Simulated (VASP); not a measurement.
# AlRu (Pm-3m) in VASP: notebook

The runs below take AlRu through single point, relaxation of cell and atoms, with r2SCAN.

Program: VASP 6.6.1. These are calculated values, not measurements. Logs are shortened: lines on timing, memory, paths and dates and some standing lists are left out, and cuts for length are marked.

**1. The cell of the first run**

Symmetry: Pm-3m, No. 221, cubic system. The conventional cell has a = 2.984 Å, b = 2.984 Å, c = 2.984 Å, α = 90.00°, β = 90.00°, γ = 90.00°. Within 3.4 Å of Al (site symmetry m-3m) lie 8 Ru at 2.58 Å and 6 Al at 2.98 Å. Ru (site symmetry m-3m) has 8 Al at 2.58 Å and 6 Ru at 2.98 Å within 3.4 Å.

**2. Single point, r2SCAN**

The input, POSCAR:

```
AlRu
1.0
    2.9838956116      0.0000000000      0.0000000000
    0.0000000000      2.9838956116      0.0000000000
    0.0000000000      0.0000000000      2.9838956116
Al Ru
1 1
Direct
    0.5000000000      0.5000000000      0.5000000000
    0.0000000000      0.0000000000      0.0000000000
```

The input, INCAR.step1:

```
SYSTEM = AlRu
  PREC = Accurate
  ENCUT = 520
  ISMEAR = 0
  SIGMA = 0.1
  LREAL = .False.
  LASPH = .True.
  NELM = 80
  NBANDS = 16
  GGA = PE
  ALGO = Normal
  EDIFF = 1E-4
  LWAVE = .True.
  LCHARG = .False.
```

The input, INCAR.step2:

```
SYSTEM = AlRu
  PREC = Accurate
  ENCUT = 520
  EDIFF = 1E-6
  ISMEAR = 0
  SIGMA = 0.1
  LREAL = .False.
  LASPH = .True.
  NELM = 80
  ALGO = Normal
  ISIF = 2
  LWAVE = .False.
  LCHARG = .True.
  METAGGA = R2SCAN
  LMIXTAU = .True.
  LELF = .True.
  LVHAR = .True.
  NBANDS = 16
  ISTART = 1
```

The input, KPOINTS:

```
regular mesh
0
Gamma
  8 8 8
  0 0 0
```

Potentials or basis: VASP PAW PBE potentials, release 64 (Al, Ru_pv).

Run with:

```bash
> cat potpaw_PBE.64/Al/POTCAR potpaw_PBE.64/Ru_pv/POTCAR > POTCAR
> cp INCAR.step1 INCAR
> mpirun -np 1 vasp_std > vasp.out
> cp INCAR.step2 INCAR
> mpirun -np 1 vasp_std > vasp.out
```

OUTCAR:

```text
SYSTEM = AlRu
   PREC = Accurate
   ENCUT = 520
   EDIFF = 1E-6
   ISMEAR = 0
   LREAL = .False.
   LASPH = .True.
   NELM = 80
   ISIF = 2
   METAGGA = R2SCAN
   ISTART = 1

 ion  position               nearest neighbor table
   1  0.500  0.500  0.500-   2 2.58   2 2.58   2 2.58   2 2.58   2 2.58   2 2.58   2 2.58   2 2.58

   2  0.000  0.000  0.000-   1 2.58   1 2.58   1 2.58   1 2.58   1 2.58   1 2.58   1 2.58   1 2.58

  LATTYP: Found a simple cubic cell.
 ALAT       =     2.9838956116

  Lattice vectors:

 A1 = (   2.9838956116,   0.0000000000,   0.0000000000)
 A2 = (   0.0000000000,   2.9838956116,   0.0000000000)
 A3 = (   0.0000000000,   0.0000000000,   2.9838956116)

Analysis of symmetry for initial positions (statically):
=====================================================================
 Subroutine PRICEL returns:
 Original cell was already a primitive cell.

 Routine SETGRP: Setting up the symmetry group for a
 simple cubic supercell.

 Subroutine GETGRP returns: Found 48 space group operations
 (whereof 48 operations were pure point group operations)
 out of a pool of 48 trial point group operations.

The static configuration has the point symmetry O_h .

Analysis of symmetry for dynamics (positions and initial velocities):
=====================================================================
 Subroutine PRICEL returns:
 Original cell was already a primitive cell.

 Routine SETGRP: Setting up the symmetry group for a
 simple cubic supercell.

 Subroutine GETGRP returns: Found 48 space group operations
 (whereof 48 operations were pure point group operations)
 out of a pool of 48 trial point group operations.

The dynamic configuration has the point symmetry O_h .

 Subroutine INISYM returns: Found 48 space group operations
 (whereof 48 operations are pure point group operations),
 and found     1 'primitive' translations

----------------------------------------------------------------------------------------

                                     Primitive cell

  volume of cell :      26.5675

  direct lattice vectors                    reciprocal lattice vectors
     2.983895612  0.000000000  0.000000000     0.335132367  0.000000000  0.000000000
     0.000000000  2.983895612  0.000000000     0.000000000  0.335132367  0.000000000
     0.000000000  0.000000000  2.983895612     0.000000000  0.000000000  0.335132367

  length of vectors
     2.983895612  2.983895612  2.983895612     0.335132367  0.335132367  0.335132367

  position of ions in fractional coordinates (direct lattice)
     0.500000000  0.500000000  0.500000000
     0.000000000  0.000000000  0.000000000

  ion indices of the primitive-cell ions
   primitive index   ion index
                 1           1
                 2           2

----------------------------------------------------------------------------------------

 KPOINTS: regular mesh

Automatic generation of k-mesh.
 Grid dimensions read from file:
 generate k-points for:    8    8    8

 Generating k-lattice:

  Cartesian coordinates                     Fractional coordinates (reciprocal lattice)
     0.041891546  0.000000000  0.000000000     0.125000000  0.000000000  0.000000000
     0.000000000  0.041891546  0.000000000     0.000000000  0.125000000  0.000000000
     0.000000000  0.000000000  0.041891546     0.000000000  0.000000000  0.125000000

  Length of vectors
     0.041891546  0.041891546  0.041891546

  Shift w.r.t. Gamma in fractional coordinates (k-lattice)
     0.000000000  0.000000000  0.000000000

 Subroutine IBZKPT returns following result:
 ===========================================

 Found     35 irreducible k-points:

 Following reciprocal coordinates:
            Coordinates               Weight
  0.000000  0.000000  0.000000      1.000000
  0.125000  0.000000  0.000000      6.000000
  0.250000  0.000000  0.000000      6.000000
  0.375000  0.000000  0.000000      6.000000
  0.500000  0.000000  0.000000      3.000000
  0.125000  0.125000  0.000000     12.000000
[... 16 lines left out ...]
  0.375000  0.375000  0.125000     24.000000
  0.500000  0.375000  0.125000     24.000000
 [... further k-points ...]
   k-points           NKPTS =     35   k-points in BZ     NKDIM =     35   number of bands    NBANDS=     16
   number of dos      NEDOS =    301   number of ions     NIONS =      2
   total plane-waves  NPLWV =  13824
   dimension x,y,z NGX =    24 NGY =   24 NGZ =   24
   dimension x,y,z NGXF=    48 NGYF=   48 NGZF=   48
   ions per type =               1   1
   NGX,Y,Z   is equivalent  to a cutoff of  13.37, 13.37, 13.37 a.u.
   NGXF,Y,Z  is equivalent  to a cutoff of  26.74, 26.74, 26.74 a.u.
 SYSTEM =  AlRu
   PREC   = accura    normal or accurate (medium, high low for compatibility)
   ISTART =      1    job   : 0-new  1-cont  2-samecut
   ICHARG =      0    charge: 1-file 2-atom 10-const
   ISPIN  =      1    spin polarized calculation?
   LNONCOLLINEAR =      F non collinear calculations
   LSORBIT =      F    spin-orbit coupling
   LASPH  =      T    aspherical Exc in radial PAW
   ENCUT  =  520.0 eV  38.22 Ry    6.18 a.u.   5.55  5.55  5.55*2*pi/ulx,y,z
   NELM   =     80;   NELMIN=  2; NELMDL=  0     # of ELM steps
   EDIFF  = 0.1E-05   stopping-criterion for ELM
   LREAL  =      F    real-space projection
   EDIFFG = 0.1E-04   stopping-criterion for IOM
   NSW    =      0    number of steps for IOM
   IBRION =     -1    ionic relax: 0-MD 1-quasi-New 2-CG
   NFREE  =      0    steps in history (QN), initial steepest desc. (CG)
   ISIF   =      2    stress and relaxation
   ISYM   =      2    0-nonsym 1-usesym 2-fastsym
   POTIM  = 0.5000    time-step for ionic-motion
   TEBEG  =    0.0;   TEEND  =   0.0 temperature during run
   PSTRESS=    0.0 pullay stress
   NELECT =      17.0000    total number of electrons
   NUPDOWN=      -1.0000    fix difference up-down
   EMIN   =  10.00;   EMAX   =-10.00  energy-range for DOS
   EFERMI =   0.00;   METHOD = LEGACY
   ISMEAR =     0;   SIGMA  =   0.10  broadening in eV -4-tet -1-fermi 0-gaus
   EFERMI_NEDOS =   21; number of points for ismear=-14 and -15
   IALGO  =     38    algorithm
   IMIX   =      4    mixing-type and parameters
     AMIX     =   0.40;   BMIX     =  1.00
     AMIX_MAG =   1.60;   BMIX_MAG =  1.00
  volume/ion in A,a.u.               =      13.28        89.64
  Fermi-wavevector in a.u.,A,eV,Ry     =   1.410720  2.665874 27.077378  1.990131
  Thomas-Fermi vector in A             =   2.532645
   LORBIT       =      0    0 simple, 1 ext, 2 COOP (PROOUT), +10 PAW based schemes
   METAGGA = R2SCAN    functional components
   LHFCALC =     F    Hartree Fock is set to
   AEXX    =    0.0000 exact exchange contribution
   IVDW    =     0    specifies the selected vdW correction
   LEPSILON=     F    determine dielectric tensor
   LRPA    =     F    only Hartree local field effects (RPA)
 non-spin polarized calculation
 Gauss-broadening in eV      SIGMA  =   0.10
  energy-cutoff  :      520.00
  volume of cell :       26.57
 maximum number of plane-waves:       739
 NGX is ok and might be reduce to    24
   NGX = 11   NGY = 11   NGZ = 11

 number of electron      16.9999996 magnetization

 Free energy of the ion-electron system (eV)
  ---------------------------------------------------
  ext. energy  EPLUGINS =         0.00000000
  ---------------------------------------------------
  free energy    TOTEN  =       -33.57916269 eV

  energy without entropy =      -33.56751013  energy(sigma->0) =      -33.57333641

 E-fermi :  10.7527     XC(G=0): -13.6550

 val. band max:       10.6788928077   @ k =   0.2500   0.1250   0.0000
 cond. band min:      10.7789380835   @ k =   0.5000   0.3750   0.1250
 fundamental gap:      0.1000452759
 Fermi energy:        10.7527109691

 k-point     1 :       0.0000    0.0000    0.0000
  band No.  band energies     occupation
      1     -32.3659      2.00000
      2     -32.3659      2.00000
      3     -32.3659      2.00000
      4       0.4586      2.00000
      5       6.9723      2.00000
      6       6.9723      2.00000
[... 8 lines left out ...]
     15      22.1985      0.00000
     16      27.3113      0.00000

 k-point     2 :       0.1250    0.0000    0.0000
  band No.  band energies     occupation
      1     -32.4014      2.00000
      2     -32.3629      2.00000
      3     -32.3629      2.00000
      4       0.7766      2.00000
      5       7.0622      2.00000
      6       7.0866      2.00000
[... 8 lines left out ...]
     15      23.2271      0.00000
     16      28.2814      0.00000

 k-point     3 :       0.2500    0.0000    0.0000
  band No.  band energies     occupation
      1     -32.4861      2.00000
      2     -32.3556      2.00000
      3     -32.3556      2.00000
      4       1.6854      2.00000
      5       7.0467      2.00000
      6       7.3826      2.00000
[... 8 lines left out ...]
     15      24.3324      0.00000
     16      28.1869      0.00000

 k-point     4 :       0.3750    0.0000    0.0000
  band No.  band energies     occupation
      1     -32.5700      2.00000
      2     -32.3483      2.00000
      3     -32.3483      2.00000
      4       3.0585      2.00000
      5       6.2706      2.00000
      6       7.7138      2.00000
[... 8 lines left out ...]
     15      24.8665      0.00000
     16      25.8853      0.00000
[... 324 lines left out ...]
 k-point    22 :       0.5000    0.2500    0.1250
  band No.  band energies     occupation
      1     -32.5845      2.00000
      2     -32.4565      2.00000
      3     -32.3680      2.00000
      4       4.7649      2.00000
      5       6.0239      2.00000
      6       7.9088      2.00000
[... 8 lines left out ...]
     15      23.1221      0.00000
     16      25.4461      0.00000

 k-point    23 :       0.3750    0.3750    0.1250
  band No.  band energies     occupation
      1     -32.5420      2.00000
      2     -32.5392      2.00000
      3     -32.3635      2.00000
      4       4.4562      2.00000
      5       6.8574      2.00000
      6       7.9407      2.00000
[... 8 lines left out ...]
     15      24.5696      0.00000
     16      25.3293      0.00000

 k-point    24 :       0.5000    0.3750    0.1250
  band No.  band energies     occupation
      1     -32.5736      2.00000
      2     -32.5363      2.00000
      3     -32.3603      2.00000
      4       4.5840      2.00000
      5       7.0608      2.00000
      6       7.8278      2.00000
[... 8 lines left out ...]
     15      24.4169      0.00000
     16      24.8284      0.00000

 [... further k-points ...]
[... 5 lines left out ...]
  --------------------------------------------------------------------------------------
  -------------------------------------------------------------------------------------
  Total        0.0294024      0.0294024      0.0294024      0.0000000      0.0000000     -0.0000000
  in kB        1.7731384      1.7731384      1.7731384      0.0000000      0.0000000     -0.0000000
  external PRESSURE =       1.7731384 kB  Pullay stress =       0.0000000 kB

 VOLUME and BASIS-vectors are now :
 -----------------------------------------------------------------------------
  energy-cutoff  :      520.00
  volume of cell :       26.57
      direct lattice vectors                 reciprocal lattice vectors
     2.983895612  0.000000000  0.000000000     0.335132367  0.000000000  0.000000000
     0.000000000  2.983895612  0.000000000     0.000000000  0.335132367  0.000000000
     0.000000000  0.000000000  2.983895612     0.000000000  0.000000000  0.335132367

 POSITION                                       TOTAL-FORCE (eV/Angst)
 -----------------------------------------------------------------------------------
      1.49195      1.49195      1.49195         0.000000      0.000000      0.000000
      0.00000      0.00000      0.00000         0.000000      0.000000      0.000000
 -----------------------------------------------------------------------------------
    total drift:                                0.000000      0.000000      0.000000

  FREE ENERGIE OF THE ION-ELECTRON SYSTEM (eV)
  ---------------------------------------------------
  free  energy   TOTEN  =       -33.5791626862 eV

  energy  without entropy=      -33.5675101291  energy(sigma->0) =      -33.57333641
```

Wall time 47 s (1 thread of Intel Xeon 8259CL, shared host); peak memory 0.15 GiB.

Results:

```
Free energy            : -33.5792 eV
Pressure               : 0.2 GPa
Band gap on the k mesh : zero (an odd number of electrons rules out a gap without spin polarisation)
```

Caveat: the PAW data sets were made with another functional, which shifts forces and pressure a little.

**3. Relaxation of cell and atoms, r2SCAN**

This run uses another cell than the first one, of 10.68 Å³/atom.

The input, POSCAR:

```
AlRu
1.0
    2.7745393155      0.0000000000      0.0000000000
    0.0000000000      2.7745393155      0.0000000000
    0.0000000000      0.0000000000      2.7745393155
Al Ru
1 1
Direct
    0.5000000000      0.5000000000      0.5000000000
    0.0000000000      0.0000000000      0.0000000000
```

The input, INCAR.step1:

```
  PREC = Accurate
  ENCUT = 600
  ISMEAR = 0
  SIGMA = 0.1
  LREAL = False
  LASPH = True
  NELM = 100
  GGA = PE
  ALGO = Normal
  EDIFF = 1E-4
  LWAVE = True
  LCHARG = False
```

The input, INCAR.step2:

```
  PREC = Accurate
  ENCUT = 600
  EDIFF = 1E-6
  ISMEAR = 0
  SIGMA = 0.1
  LREAL = False
  LASPH = True
  NELM = 100
  ALGO = Normal
  ISIF = 3
  LWAVE = False
  LCHARG = False
  METAGGA = R2SCAN
  LMIXTAU = True
  IBRION = 2
  NSW = 80
  EDIFFG = -0.05
  ISTART = 1
```

The input, KPOINTS:

```
regular mesh
0
Gamma
  8 8 8
```

Potentials or basis: VASP PAW PBE potentials, release 64 (Al, Ru_pv).

Run with:

```bash
> cat potpaw_PBE.64/Al/POTCAR potpaw_PBE.64/Ru_pv/POTCAR > POTCAR
> cp INCAR.step1 INCAR
> mpirun -np 1 vasp_std > vasp.out
> cp INCAR.step2 INCAR
> mpirun -np 1 vasp_std > vasp.out
```

OUTCAR:

```text
PREC = Accurate
   ENCUT = 600
   EDIFF = 1E-6
   ISMEAR = 0
   LREAL = False
   LASPH = True
   NELM = 100
   ISIF = 3
   METAGGA = R2SCAN
   IBRION = 2
   NSW = 80
   EDIFFG = -0.05
   ISTART = 1

 ion  position               nearest neighbor table
   1  0.500  0.500  0.500-   2 2.40   2 2.40   2 2.40   2 2.40   2 2.40   2 2.40   2 2.40   2 2.40

   2  0.000  0.000  0.000-   1 2.40   1 2.40   1 2.40   1 2.40   1 2.40   1 2.40   1 2.40   1 2.40

  LATTYP: Found a simple cubic cell.
 ALAT       =     2.7745393155

  Lattice vectors:

 A1 = (   2.7745393155,   0.0000000000,   0.0000000000)
 A2 = (   0.0000000000,   2.7745393155,   0.0000000000)
 A3 = (   0.0000000000,   0.0000000000,   2.7745393155)

Analysis of symmetry for initial positions (statically):
=====================================================================
 Subroutine PRICEL returns:
 Original cell was already a primitive cell.

 Routine SETGRP: Setting up the symmetry group for a
 simple cubic supercell.

 Subroutine GETGRP returns: Found 48 space group operations
 (whereof 48 operations were pure point group operations)
 out of a pool of 48 trial point group operations.

The static configuration has the point symmetry O_h .

Analysis of symmetry for dynamics (positions and initial velocities):
=====================================================================
[... 168 lines left out ...]
  Total       10.3380942     10.3380942     10.3380942     -0.0000000      0.0000000     -0.0000000
  in kB      775.4939591    775.4939591    775.4939591     -0.0000000      0.0000000     -0.0000000
  external PRESSURE =     775.4939591 kB  Pullay stress =       0.0000000 kB
[... 23 lines left out ...]
--------------------------------------- Ionic step        2  -------------------------------------------

 number of electron      17.0000011 magnetization

 E-fermi :   5.5118     XC(G=0): -11.3107

 val. band max:        5.5014510937   @ k =   0.5000   0.1250   0.0000
 cond. band min:       5.5135211564   @ k =   0.0000   0.0000   0.0000
 fundamental gap:      0.0120700627
 Fermi energy:         5.5118064879

 k-point     1 :       0.0000    0.0000    0.0000
  band No.  band energies     occupation
      1     -37.4831      2.00000
      2     -37.4831      2.00000
      3     -37.4831      2.00000
      4      -2.3123      2.00000
      5       3.6999      2.00000
      6       3.6999      2.00000
      7       5.5135      0.98065
      8       5.5135      0.98064
      9       5.5135      0.98064
     10      10.0831      0.00000
     11      10.0831      0.00000
     12      10.0831      0.00000
[... 452 lines left out ...]
--------------------------------------- Ionic step        5  -------------------------------------------

 number of electron      16.9999996 magnetization

 Free energy of the ion-electron system (eV)
  ---------------------------------------------------
  ext. energy  EPLUGINS =         0.00000000
  ---------------------------------------------------
  free energy    TOTEN  =       -33.57602227 eV

  energy without entropy =      -33.56435714  energy(sigma->0) =      -33.57018970

 E-fermi :  10.7431     XC(G=0): -13.6514

 val. band max:       10.6693325998   @ k =   0.2500   0.1250   0.0000
 cond. band min:      10.7692359964   @ k =   0.5000   0.3750   0.1250
 fundamental gap:      0.0999033966
 Fermi energy:        10.7430927757

 k-point     1 :       0.0000    0.0000    0.0000
  band No.  band energies     occupation
      1     -32.3754      2.00000
      2     -32.3754      2.00000
      3     -32.3754      2.00000
      4       0.4532      2.00000
      5       6.9666      2.00000
      6       6.9666      2.00000
      7      10.8583      0.10332
      8      10.8583      0.10332
      9      10.8583      0.10332
     10      17.2174      0.00000
     11      17.2174      0.00000
     12      17.2174      0.00000
[... 374 lines left out ...]
  FREE ENERGIE OF THE ION-ELECTRON SYSTEM (eV)
  ---------------------------------------------------
  free  energy   TOTEN  =       -33.5760222682 eV

  energy  without entropy=      -33.5643571383  energy(sigma->0) =      -33.57018970

 reached required accuracy - stopping structural energy minimisation
```

OUTCAR.step1:

```text
PREC = Accurate
   ENCUT = 600
   ISMEAR = 0
   LREAL = False
   LASPH = True
[... 583 lines left out ...]
      1.38727      1.38727      1.38727         0.000000      0.000000      0.000000
      0.00000      0.00000      0.00000         0.000000      0.000000      0.000000
 -----------------------------------------------------------------------------------
    total drift:                                0.000000      0.000000      0.000000

  FREE ENERGIE OF THE ION-ELECTRON SYSTEM (eV)
  ---------------------------------------------------
  free  energy   TOTEN  =       -13.0278669916 eV

  energy  without entropy=      -13.0193674862  energy(sigma->0) =      -13.02361724
```

Run time: 3.6 min. Hardware: 1 thread of Intel Xeon 8259CL, shared host; peak memory 0.16 GiB.

What came out:

| Quantity | Value |
| --- | --- |
| Free energy | -33.5760 eV |
| Relaxed volume | 13.29 Å³/atom |
| Relaxed cell | a = 2.985 Å, b = 2.985 Å, c = 2.985 Å, α = 90.00°, β = 90.00°, γ = 90.00° |
| Space group after relaxing (to 0.1 Å) | Pm-3m (No. 221) |
| Pressure after relaxing | 0.0 GPa |
| Band gap on the k mesh | zero (an odd number of electrons rules out a gap without spin polarisation) |

Final structure:
```
Al Ru
1.0
     2.98456    0.00000    0.00000
     0.00000    2.98456    0.00000
     0.00000    0.00000    2.98456
Al Ru
1 1
Direct
  0.50000 0.50000 0.50000
  0.00000 0.00000 0.00000
```

Levels at points of the mesh, in eV from the Fermi level:
| k point | band 5 | band 6 | band 7 | band 8 | band 9 | band 10 | band 11 | band 12 |
| --- | --- | --- | --- | --- | --- | --- | --- | --- |
| (0.00, 0.00, 0.00) | -3.78 | -3.78 | 0.12 | 0.12 | 0.12 | 6.47 | 6.47 | 6.47 |
| (0.50, 0.00, 0.00) | -5.78 | -2.89 | -1.77 | -1.77 | 0.38 | 2.49 | 7.66 | 10.37 |
| (0.50, 0.50, 0.00) | -3.24 | -1.56 | -1.56 | -1.32 | -1.32 | 1.70 | 5.64 | 6.77 |
| (0.50, 0.50, 0.50) | -5.03 | -5.03 | 1.79 | 1.79 | 3.17 | 4.27 | 4.27 | 4.27 |

Caveat: the volume moved by over 15 % at a fixed basis, so the end points are rough; the PAW data sets were made with another functional, which shifts forces and pressure a little.
